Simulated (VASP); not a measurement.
# MgS (Fm-3m) in VASP: notebook, part 2 of 3

VASP 6.6.1. The steps go on from the part before.

## Step 3: G0W0 quasiparticle levels, PBE

The input, POSCAR:

```
MgS
1.0
    0.0000000000      2.6015177399      2.6015177399
    2.6015177399      0.0000000000      2.6015177399
    2.6015177399      2.6015177399      0.0000000000
Mg S
1 1
Direct
    0.0000000000      0.0000000000      0.0000000000
    0.5000000000      0.5000000000      0.5000000000
```

The input, INCAR.step1:

```
ALGO = Normal
EDIFF = 1E-8
ENCUT = 500
GGA = PE
ISMEAR = 0
LASPH = T
LCHARG = F
LREAL = F
LWAVE = T
NELM = 100
PREC = Accurate
SIGMA = 0.01
```

The input, INCAR.step2:

```
ALGO = Exact
EDIFF = 1E-8
ENCUT = 500
GGA = PE
ISMEAR = 0
ISTART = 1
LASPH = T
LCHARG = F
LOPTICS = T
LREAL = F
LWAVE = T
NBANDS = 61
NELM = 1
PREC = Accurate
SIGMA = 0.01
```

The input, INCAR.step3:

```
ALGO = EVGW0
EDIFF = 1E-8
ENCUT = 500
ENCUTGW = 80.0
GGA = PE
ISMEAR = 0
ISTART = 1
LASPH = T
LCHARG = F
LREAL = F
LWAVE = F
NBANDS = 61
NBANDSGW = 12
NELMGW = 1
NOMEGA = 96
OMEGAMAX = 30
PREC = Accurate
PRECFOCK = Fast
SIGMA = 0.01
```

The input, KPOINTS:

```
k-points
0
Gamma
  4 4 4
```

Potentials or basis: VASP PAW PBE potentials, release 64 (Mg_GW, S_GW).

Command:

```bash
> cat potpaw_PBE.64/Mg_GW/POTCAR potpaw_PBE.64/S_GW/POTCAR > POTCAR
> cp INCAR.step1 INCAR
> mpirun -np 1 vasp_std > vasp.out
> cp INCAR.step2 INCAR
> mpirun -np 1 vasp_std > vasp.out
> cp INCAR.step3 INCAR
> mpirun -np 1 vasp_std > vasp.out
```

OUTCAR:

```text
EDIFF = 1E-8
   ENCUT = 500
   ENCUTGW = 80.0
   GGA = PE
   ISMEAR = 0
   ISTART = 1
   LASPH = T
   LREAL = F
   NELMGW = 1
   PREC = Accurate
   PRECFOCK = Fast

 ion  position               nearest neighbor table
   1  0.000  0.000  0.000-
   2  0.500  0.500  0.500-

  LATTYP: Found a face centered cubic cell.
 ALAT       =     5.2030354798

  Lattice vectors:

 A1 = (   0.0000000000,   2.6015177399,   2.6015177399)
 A2 = (   2.6015177399,   0.0000000000,   2.6015177399)
 A3 = (   2.6015177399,   2.6015177399,   0.0000000000)

Analysis of symmetry for initial positions (statically):
=====================================================================
 Subroutine PRICEL returns:
 Original cell was already a primitive cell.

 Routine SETGRP: Setting up the symmetry group for a
 face centered cubic supercell.

 Subroutine GETGRP returns: Found 48 space group operations
 (whereof 48 operations were pure point group operations)
 out of a pool of 48 trial point group operations.

The static configuration has the point symmetry O_h .

Analysis of symmetry for dynamics (positions and initial velocities):
=====================================================================
 Subroutine PRICEL returns:
 Original cell was already a primitive cell.

 Routine SETGRP: Setting up the symmetry group for a
 face centered cubic supercell.

 Subroutine GETGRP returns: Found 48 space group operations
 (whereof 48 operations were pure point group operations)
 out of a pool of 48 trial point group operations.

The dynamic configuration has the point symmetry O_h .

 Subroutine INISYM returns: Found 48 space group operations
 (whereof 48 operations are pure point group operations),
 and found     1 'primitive' translations

----------------------------------------------------------------------------------------

                                     Primitive cell

  volume of cell :      35.2136

  direct lattice vectors                    reciprocal lattice vectors
     0.000000000  2.601517740  2.601517740    -0.192195499  0.192195499  0.192195499
     2.601517740  0.000000000  2.601517740     0.192195499 -0.192195499  0.192195499
     2.601517740  2.601517740  0.000000000     0.192195499  0.192195499 -0.192195499

  length of vectors
     3.679101671  3.679101671  3.679101671     0.332892369  0.332892369  0.332892369

  position of ions in fractional coordinates (direct lattice)
     0.000000000  0.000000000  0.000000000
     0.500000000  0.500000000  0.500000000

  ion indices of the primitive-cell ions
   primitive index   ion index
                 1           1
                 2           2

----------------------------------------------------------------------------------------

 KPOINTS: k-points

Automatic generation of k-mesh.
 Grid dimensions read from file:
 generate k-points for:    4    4    4

 Generating k-lattice:

  Cartesian coordinates                     Fractional coordinates (reciprocal lattice)
    -0.048048875  0.048048875  0.048048875     0.250000000  0.000000000  0.000000000
     0.048048875 -0.048048875  0.048048875     0.000000000  0.250000000  0.000000000
     0.048048875  0.048048875 -0.048048875     0.000000000  0.000000000  0.250000000

  Length of vectors
     0.083223092  0.083223092  0.083223092

  Shift w.r.t. Gamma in fractional coordinates (k-lattice)
     0.000000000  0.000000000  0.000000000

 Subroutine IBZKPT returns following result:
 ===========================================

 Found      8 irreducible k-points:

 Following reciprocal coordinates:
            Coordinates               Weight
  0.000000  0.000000  0.000000      1.000000
  0.250000  0.000000  0.000000      8.000000
  0.500000  0.000000  0.000000      4.000000
  0.250000  0.250000  0.000000      6.000000
  0.500000  0.250000  0.000000     24.000000
 -0.250000  0.250000  0.000000     12.000000
  0.500000  0.500000  0.000000      3.000000
 -0.250000  0.500000  0.250000      6.000000
   k-points           NKPTS =      8   k-points in BZ     NKDIM =     64   number of bands    NBANDS=     61
   number of dos      NEDOS =    301   number of ions     NIONS =      2
   total plane-waves  NPLWV =  21952
   dimension x,y,z NGX =    28 NGY =   28 NGZ =   28
   dimension x,y,z NGXF=    56 NGYF=   56 NGZF=   56
   ions per type =               1   1
   NGX,Y,Z   is equivalent  to a cutoff of  12.65, 12.65, 12.65 a.u.
   NGXF,Y,Z  is equivalent  to a cutoff of  25.30, 25.30, 25.30 a.u.
 SYSTEM =  unknown system
   PREC   = accura    normal or accurate (medium, high low for compatibility)
   ISTART =      1    job   : 0-new  1-cont  2-samecut
   ICHARG =      0    charge: 1-file 2-atom 10-const
   ISPIN  =      1    spin polarized calculation?
   LNONCOLLINEAR =      F non collinear calculations
   LSORBIT =      F    spin-orbit coupling
   LASPH  =      T    aspherical Exc in radial PAW
   ENCUT  =  500.0 eV  36.75 Ry    6.06 a.u.   6.71  6.71  6.71*2*pi/ulx,y,z
   NELM   =     60;   NELMIN=  2; NELMDL=  0     # of ELM steps
   EDIFF  = 0.1E-07   stopping-criterion for ELM
   LREAL  =      F    real-space projection
   EDIFFG = 0.1E-06   stopping-criterion for IOM
   NSW    =      0    number of steps for IOM
   IBRION =     -1    ionic relax: 0-MD 1-quasi-New 2-CG
   NFREE  =      0    steps in history (QN), initial steepest desc. (CG)
   ISIF   =      0    stress and relaxation
   ISYM   =      3    0-nonsym 1-usesym 2-fastsym
   POTIM  = 0.5000    time-step for ionic-motion
   TEBEG  =    0.0;   TEEND  =   0.0 temperature during run
   PSTRESS=    0.0 pullay stress
   NELECT =       8.0000    total number of electrons
   NUPDOWN=      -1.0000    fix difference up-down
   EMIN   =  10.00;   EMAX   =-10.00  energy-range for DOS
   EFERMI =   0.00;   METHOD = LEGACY
   ISMEAR =     0;   SIGMA  =   0.01  broadening in eV -4-tet -1-fermi 0-gaus
   EFERMI_NEDOS =   21; number of points for ismear=-14 and -15
   IALGO  =     38    algorithm
   IMIX   =      4    mixing-type and parameters
     AMIX     =   0.40;   BMIX     =  1.00
     AMIX_MAG =   1.60;   BMIX_MAG =  1.00
  volume/ion in A,a.u.               =      17.61       118.82
  Fermi-wavevector in a.u.,A,eV,Ry     =   0.998929  1.887702 13.576703  0.997860
  Thomas-Fermi vector in A             =   2.131185
   LORBIT       =      0    0 simple, 1 ext, 2 COOP (PROOUT), +10 PAW based schemes
   GGA     = PE    functional components
   LHFCALC =     T    Hartree Fock is set to
   PRECFOCK=fast      Normal, Fast or Accurate (Low or Medium for compatibility)
   ENCUT4O =  -1.0   cutoff for four orbital integrals eV
   NKREDX  =     1    reduce k-point grid by
   NKREDY  =     1    reduce k-point grid by
   NKREDZ  =     1    reduce k-point grid by
   AEXX    =    1.0000 exact exchange contribution
   HFSCREEN=    0.0000 screening length (either q_TF or 0.3 A-1)
   HFSCREENC=   0.0000 screening length for correlation (either q_TF or 0.3 A-1)
   ENCUTFOCK=  -1.0 apply spherical cutoff to Coloumb kernel
   IVDW    =     0    specifies the selected vdW correction
   LEPSILON=     F    determine dielectric tensor
   LRPA    =     F    only Hartree local field effects (RPA)
   LRPAFORCE           =     F    calculate RPA forces
   ENCUTGW             =  80.0    cutoff for response function in eV
   ENCUTGWSOFT         =  64.0    soft cutoff for Coulomb kernel in GW response function in eV
   ENCUTLF             =  -1.0    cutoff for local field effects
   NELMGW              =     1    number of iterations in solving QP/BSE equation
   NELMHF              =     1    number of iterations in the inner HF iteration
   NKREDLFX            =     1    NKREDLFY  =   1   NKREDLFZ  =   1
 non-spin polarized calculation
 Gauss-broadening in eV      SIGMA  =   0.01
  energy-cutoff  :      500.00
  volume of cell :       35.21
 maximum number of plane-waves:       896
 NGX is ok and might be reduce to    28
  NGX = 16; NGY = 16; NGZ = 16
   NGX = 13   NGY = 13   NGZ = 13
 maximum number of plane-waves:        64
 NGX is ok and might be reduce to    14

 QP shifts <psi_nk| G(iteration)W_0 |psi_nk>: iteration 1
 for sc-GW calculations column KS-energies equals QP-energies in previous step
 and V_xc(KS)=  KS-energies - (<T + V_ion + V_H > + <T+V_H+V_ion>^1  + <V_x>^1)

 k-point   1 :       0.0000    0.0000    0.0000
  band No.  KS-energies  QP-energies   sigma(KS)   V_xc(KS)     V^pw_x(r,r')   Z            occupation Imag(sigma)

      1      -8.9031      -9.4899     -13.4210     -12.5924     -20.8482       0.7082       2.0000       1.5331
      2       3.7694       3.1405     -14.1140     -13.2991     -16.2918       0.7718       2.0000       0.0722
      3       3.7694       3.1405     -14.1140     -13.2991     -16.2918       0.7718       2.0000       0.0722
      4       3.7694       3.1405     -14.1140     -13.2991     -16.2918       0.7718       2.0000       0.0722
      5       7.4664       8.1845      -9.1015     -10.0068      -5.3349       0.7931       0.0000      -0.0806
      6      11.6705      12.3752      -8.4576      -9.3531      -4.2292       0.7869       0.0000      -0.1050
      7      11.6705      12.3752      -8.4576      -9.3531      -4.2292       0.7869       0.0000      -0.1050
      8      11.6705      12.3752      -8.4576      -9.3531      -4.2292       0.7869       0.0000      -0.1050
      9      14.0200      14.9805      -9.2168     -10.4704      -4.5845       0.7662       0.0000      -0.1638
     10      14.0200      14.9805      -9.2168     -10.4704      -4.5845       0.7662       0.0000      -0.1638
     11      16.3030      16.3490      -7.1936      -7.2547      -1.8104       0.7542       0.0000      -0.3347
     12      16.9252      17.4990      -7.6770      -8.4478      -2.0448       0.7444       0.0000      -0.4237
[... 100 lines left out ...]
      1      -7.1745      -7.5013     -14.2679     -13.7976     -21.4358       0.6947       2.0000       1.1156
      2       0.5322      -0.3988     -12.4916     -11.2429     -15.3373       0.7455       2.0000       0.1221
      3       0.5322      -0.3988     -12.4916     -11.2429     -15.3373       0.7455       2.0000       0.1221
      4       1.4018       0.6089     -12.5150     -11.4684     -14.9863       0.7575       2.0000       0.0983
      5       8.9898       9.8236      -9.3181     -10.3801      -5.6087       0.7851       0.0000      -0.0881
      6      11.6928      12.3873      -9.1528     -10.0469      -4.8531       0.7768       0.0000      -0.1162
      7      11.6928      12.3873      -9.1528     -10.0469      -4.8531       0.7768       0.0000      -0.1162
      8      11.7890      12.5491      -8.3911      -9.3748      -3.8719       0.7727       0.0000      -0.1337
      9      18.0550      18.7280      -8.9364      -9.8361      -3.0984       0.7481       0.0000      -0.5380
     10      18.0550      18.7280      -8.9364      -9.8361      -3.0984       0.7481       0.0000      -0.5380
     11      19.3448      20.2112      -9.4878     -10.6351      -3.7099       0.7551       0.0000      -0.5916
     12      19.4521      20.5774     -10.5502     -12.0562      -4.7658       0.7472       0.0000      -0.5104
```

Run time: 52 s. Hardware: 1 thread of Intel Xeon Platinum 8259CL at 2.50GHz (Skylake/Cascade Lake), shared host; peak memory 0.3 GiB.

Results:

```
Quasiparticle gap                                   : 4.06 eV
Least direct quasiparticle gap                      : 5.04 eV
Band gap of the starting levels on the mesh         : 2.75 eV
Least direct gap of the starting levels on the mesh : 3.70 eV
```

Caveat: the k points lie up to 0.52 Å⁻¹ apart; bands, screening cutoff and mesh are small and nothing is extrapolated, so the quasiparticle values aren't converged.

## Step 4: G0W0 quasiparticle levels, PBE

POSCAR is that of step 3.

The input, INCAR.step1:

```
PREC = Accurate ; ENCUT = 500
EDIFF = 1E-8 ; ISMEAR = 0
SIGMA = 0.01 ; LREAL = False
LASPH = True ; NELM = 100
ALGO = Normal ; LWAVE = True
LCHARG = False ; GGA = PE
```

The input, INCAR.step2:

```
PREC = Accurate ; ENCUT = 500
EDIFF = 1E-8 ; ISMEAR = 0
SIGMA = 0.01 ; LREAL = False
LASPH = True ; NELM = 1
ALGO = Exact ; LWAVE = True
LCHARG = False ; GGA = PE
NBANDS = 136 ; LOPTICS = True
ISTART = 1
```

The input, INCAR.step3:

```
PREC = Accurate ; ENCUT = 500
EDIFF = 1E-8 ; ISMEAR = 0
SIGMA = 0.01 ; LREAL = False
LASPH = True ; ALGO = EVGW0
LWAVE = False ; LCHARG = False
GGA = PE ; NELMGW = 1
NBANDS = 136 ; ENCUTGW = 140.0
NOMEGA = 96 ; PRECFOCK = Fast
ISTART = 1 ; NBANDSGW = 12
OMEGAMAX = 20
```

The input, KPOINTS:

```
Automatic mesh
0
Gamma
  4 4 4
```

Potentials or basis: VASP PAW PBE potentials, release 64 (Mg_GW, S_GW).

Command:

```bash
> cat potpaw_PBE.64/Mg_GW/POTCAR potpaw_PBE.64/S_GW/POTCAR > POTCAR
> cp INCAR.step1 INCAR
> mpirun -np 1 vasp_std > vasp.out
> cp INCAR.step2 INCAR
> mpirun -np 1 vasp_std > vasp.out
> cp INCAR.step3 INCAR
> mpirun -np 1 vasp_std > vasp.out
```

OUTCAR:

```text
PREC = Accurate
   ENCUT = 500
   EDIFF = 1E-8
   ISMEAR = 0
   LREAL = False
   LASPH = True
   GGA = PE
   NELMGW = 1
   ENCUTGW = 140.0
   PRECFOCK = Fast
   ISTART = 1

 ion  position               nearest neighbor table
   1  0.000  0.000  0.000-
   2  0.500  0.500  0.500-

  LATTYP: Found a face centered cubic cell.
 ALAT       =     5.2030354798

  Lattice vectors:

 A1 = (   0.0000000000,   2.6015177399,   2.6015177399)
 A2 = (   2.6015177399,   0.0000000000,   2.6015177399)
 A3 = (   2.6015177399,   2.6015177399,   0.0000000000)

Analysis of symmetry for initial positions (statically):
=====================================================================
 Subroutine PRICEL returns:
 Original cell was already a primitive cell.

 Routine SETGRP: Setting up the symmetry group for a
 face centered cubic supercell.

 Subroutine GETGRP returns: Found 48 space group operations
 (whereof 48 operations were pure point group operations)
 out of a pool of 48 trial point group operations.

The static configuration has the point symmetry O_h .

Analysis of symmetry for dynamics (positions and initial velocities):
=====================================================================
 Subroutine PRICEL returns:
 Original cell was already a primitive cell.

 Routine SETGRP: Setting up the symmetry group for a
 face centered cubic supercell.

 Subroutine GETGRP returns: Found 48 space group operations
[... 101 lines left out ...]
   ISMEAR =     0;   SIGMA  =   0.01  broadening in eV -4-tet -1-fermi 0-gaus
   EFERMI_NEDOS =   21; number of points for ismear=-14 and -15
   IALGO  =     38    algorithm
   IMIX   =      4    mixing-type and parameters
     AMIX     =   0.40;   BMIX     =  1.00
     AMIX_MAG =   1.60;   BMIX_MAG =  1.00
  volume/ion in A,a.u.               =      17.61       118.82
  Fermi-wavevector in a.u.,A,eV,Ry     =   0.998929  1.887702 13.576703  0.997860
  Thomas-Fermi vector in A             =   2.131185
   LORBIT       =      0    0 simple, 1 ext, 2 COOP (PROOUT), +10 PAW based schemes
   GGA     = PE    functional components
   LHFCALC =     T    Hartree Fock is set to
   PRECFOCK=fast      Normal, Fast or Accurate (Low or Medium for compatibility)
   ENCUT4O =  -1.0   cutoff for four orbital integrals eV
   NKREDX  =     1    reduce k-point grid by
   NKREDY  =     1    reduce k-point grid by
   NKREDZ  =     1    reduce k-point grid by
   AEXX    =    1.0000 exact exchange contribution
   HFSCREEN=    0.0000 screening length (either q_TF or 0.3 A-1)
   HFSCREENC=   0.0000 screening length for correlation (either q_TF or 0.3 A-1)
   ENCUTFOCK=  -1.0 apply spherical cutoff to Coloumb kernel
   IVDW    =     0    specifies the selected vdW correction
   LEPSILON=     F    determine dielectric tensor
   LRPA    =     F    only Hartree local field effects (RPA)
   LRPAFORCE           =     F    calculate RPA forces
   ENCUTGW             = 140.0    cutoff for response function in eV
   ENCUTGWSOFT         = 112.0    soft cutoff for Coulomb kernel in GW response function in eV
   ENCUTLF             =  -1.0    cutoff for local field effects
   NELMGW              =     1    number of iterations in solving QP/BSE equation
   NELMHF              =     1    number of iterations in the inner HF iteration
   NKREDLFX            =     1    NKREDLFY  =   1   NKREDLFZ  =   1
 non-spin polarized calculation
 Gauss-broadening in eV      SIGMA  =   0.01
  energy-cutoff  :      500.00
  volume of cell :       35.21
 maximum number of plane-waves:       896
 NGX is ok and might be reduce to    28
  NGX = 16; NGY = 16; NGZ = 16
   NGX = 13   NGY = 13   NGZ = 13
 maximum number of plane-waves:       138

 QP shifts <psi_nk| G(iteration)W_0 |psi_nk>: iteration 1
 for sc-GW calculations column KS-energies equals QP-energies in previous step
 and V_xc(KS)=  KS-energies - (<T + V_ion + V_H > + <T+V_H+V_ion>^1  + <V_x>^1)

 k-point   1 :       0.0000    0.0000    0.0000
  band No.  KS-energies  QP-energies   sigma(KS)   V_xc(KS)     V^pw_x(r,r')   Z            occupation Imag(sigma)

      1      -8.9031      -9.7279     -13.7706     -12.5924     -20.8482       0.7000       2.0000       1.4494
      2       3.7694       2.8354     -14.5066     -13.2991     -16.2918       0.7735       2.0000       0.0315
      3       3.7694       2.8354     -14.5066     -13.2991     -16.2918       0.7735       2.0000       0.0315
      4       3.7694       2.8354     -14.5066     -13.2991     -16.2918       0.7735       2.0000       0.0315
      5       7.4664       8.0154      -9.3151     -10.0068      -5.3349       0.7936       0.0000      -0.0539
      6      11.6705      12.2257      -8.6477      -9.3531      -4.2292       0.7869       0.0000      -0.0706
      7      11.6705      12.2257      -8.6477      -9.3531      -4.2292       0.7869       0.0000      -0.0706
      8      11.6705      12.2257      -8.6477      -9.3531      -4.2292       0.7869       0.0000      -0.0706
      9      14.0200      14.7636      -9.5021     -10.4704      -4.5845       0.7679       0.0000      -0.1185
     10      14.0200      14.7636      -9.5021     -10.4704      -4.5845       0.7679       0.0000      -0.1185
     11      16.3030      16.2536      -7.3205      -7.2547      -1.8104       0.7503       0.0000      -0.2705
     12      16.9252      17.3680      -7.8479      -8.4478      -2.0448       0.7381       0.0000      -0.3542
[... 100 lines left out ...]
      1      -7.1745      -7.7714     -14.6618     -13.7976     -21.4358       0.6907       2.0000       1.0363
      2       0.5322      -0.5947     -12.7558     -11.2429     -15.3373       0.7449       2.0000       0.0640
      3       0.5322      -0.5947     -12.7558     -11.2429     -15.3373       0.7449       2.0000       0.0640
      4       1.4018       0.4008     -12.7943     -11.4684     -14.9863       0.7549       2.0000       0.0487
      5       8.9898       9.6395      -9.5533     -10.3801      -5.6087       0.7858       0.0000      -0.0599
      6      11.6928      12.2024      -9.3886     -10.0469      -4.8531       0.7741       0.0000      -0.0783
      7      11.6928      12.2024      -9.3886     -10.0469      -4.8531       0.7741       0.0000      -0.0783
      8      11.7890      12.3980      -8.5847      -9.3748      -3.8719       0.7708       0.0000      -0.0916
      9      18.0550      18.5269      -9.2049      -9.8361      -3.0984       0.7477       0.0000      -0.4754
     10      18.0550      18.5269      -9.2049      -9.8361      -3.0984       0.7477       0.0000      -0.4754
     11      19.3448      19.9370      -9.8381     -10.6351      -3.7099       0.7429       0.0000      -0.5368
     12      19.4521      20.2121     -11.0203     -12.0562      -4.7658       0.7336       0.0000      -0.4566
```

Run time: 51 s. Hardware: 1 thread of Intel Xeon 6975P-C (Granite Rapids), shared host; peak memory 0.33 GiB.

What came out:

```yaml
Quasiparticle_gap: 4.25 eV
Least_direct_quasiparticle_gap: 5.18 eV
Band_gap_of_the_starting_levels_on_the_mesh: 2.75 eV
Least_direct_gap_of_the_starting_levels_on_the_mesh: 3.70 eV
```

Caveat: the k points lie up to 0.52 Å⁻¹ apart; bands, screening cutoff and mesh are small and nothing is extrapolated, so the quasiparticle values aren't converged.

(Continued in part 3 of 3.)
